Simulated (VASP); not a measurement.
Wanted: the native input for a VASP 6.6.1 run.

```
Task                   : single point
Functional             : r2SCAN
Dispersion             : rVV10
Potentials or basis    : VASP PAW PBE potentials, release 64 (Al, Ga_d, N)
Cutoff                 : 520 eV
k mesh                 : 6 × 6 × 6
Occupations            : fermi-dirac, width 0.03 eV
Spin                   : no spin polarisation
Dipole correction      : no
Further INCAR settings : ALGO = Normal; EDIFF = 1e-06; NBANDS = 26
```

The system is Al2GaN3.

```
Al Ga N
1.0
     2.72769    1.57483    2.65640
    -2.72769    1.57483    2.65640
     0.00000   -3.14966    2.65640
Al Ga N
2 1 3
Direct
  0.70261 0.70261 0.70261
  0.29739 0.29739 0.29739
  0.00000 0.00000 0.00000
  0.00000 0.50000 0.00000
  0.50000 0.00000 0.00000
  0.00000 0.00000 0.50000
```

The input as run:

POSCAR

```
Al2GaN3
1.0
    2.7276893764      1.5748321970      2.6563957985
   -2.7276893764      1.5748321970      2.6563957985
    0.0000000000     -3.1496643902      2.6563958007
Al Ga N
2 1 3
Direct
    0.7026074357      0.7026074357      0.7026074357
    0.2973925643      0.2973925643      0.2973925643
    0.0000000000      0.0000000000      0.0000000000
    0.0000000000      0.5000000000      0.0000000000
    0.5000000000      0.0000000000      0.0000000000
    0.0000000000      0.0000000000      0.5000000000
```

INCAR.step1

```
SYSTEM = Al2GaN3
ALGO     = Normal         ! electronic algorithm
EDIFF    = 1E-4           ! SCF threshold, eV
ENCUT    = 520            ! plane-wave cutoff, eV
GGA      = PE             ! functional
ISMEAR   = -1             ! smearing method
LASPH    = .True.         ! aspherical terms in the spheres
LCHARG   = .False.        ! write CHGCAR
LREAL    = .False.        ! projectors in reciprocal space
LWAVE    = .True.         ! write WAVECAR
NBANDS   = 26             ! bands
NELM     = 60             ! most SCF steps
PREC     = Accurate       ! precision mode
SIGMA    = 0.03           ! smearing width, eV
```

INCAR.step2

```
SYSTEM = Al2GaN3
ALGO     = Normal         ! electronic algorithm
BPARAM   = 11.95        
CPARAM   = 0.0093       
EDIFF    = 1E-6           ! SCF threshold, eV
ENCUT    = 520            ! plane-wave cutoff, eV
ISIF     = 2              ! what is computed and relaxed
ISMEAR   = -1             ! smearing method
ISTART   = 1            
IVDW_NL  = 2            
LASPH    = .True.         ! aspherical terms in the spheres
LCHARG   = .True.         ! write CHGCAR
LELF     = .True.         ! ELF
LMIXTAU  = .True.       
LREAL    = .False.        ! projectors in reciprocal space
LUSE_VDW = .True.       
LVHAR    = .True.       
LWAVE    = .False.        ! write WAVECAR
METAGGA  = R2SCAN         ! meta-GGA
NBANDS   = 26             ! bands
NELM     = 60             ! most SCF steps
PREC     = Accurate       ! precision mode
SIGMA    = 0.03           ! smearing width, eV
```

KPOINTS

```
k-points
0
Gamma
  6 6 6
  0 0 0
```

Potentials or basis: VASP PAW PBE potentials, release 64 (Al, Ga_d, N).

Command:

```console
$ cat potpaw_PBE.64/Al/POTCAR potpaw_PBE.64/Ga_d/POTCAR potpaw_PBE.64/N/POTCAR > POTCAR
$ cp INCAR.step1 INCAR
$ mpirun -np 1 vasp_std > vasp.out
$ cp INCAR.step2 INCAR
$ mpirun -np 1 vasp_std > vasp.out
```

Results of the run:

| Quantity | Value |
| --- | --- |
| Pressure | 0.3 GPa |
| Largest force | 0.025 eV/Å |
| Band gap on the k mesh | zero (bands 17 and 18 overlap by 0.51 eV) |

Caveat: semilocal functionals underestimate gaps, and a narrow one can read as zero; the PAW data sets were made with another functional, which shifts forces and pressure a little.

Wall time 2.4 min on 1 thread of Intel Xeon 8259CL, on a shared host, peak memory 0.35 GiB.
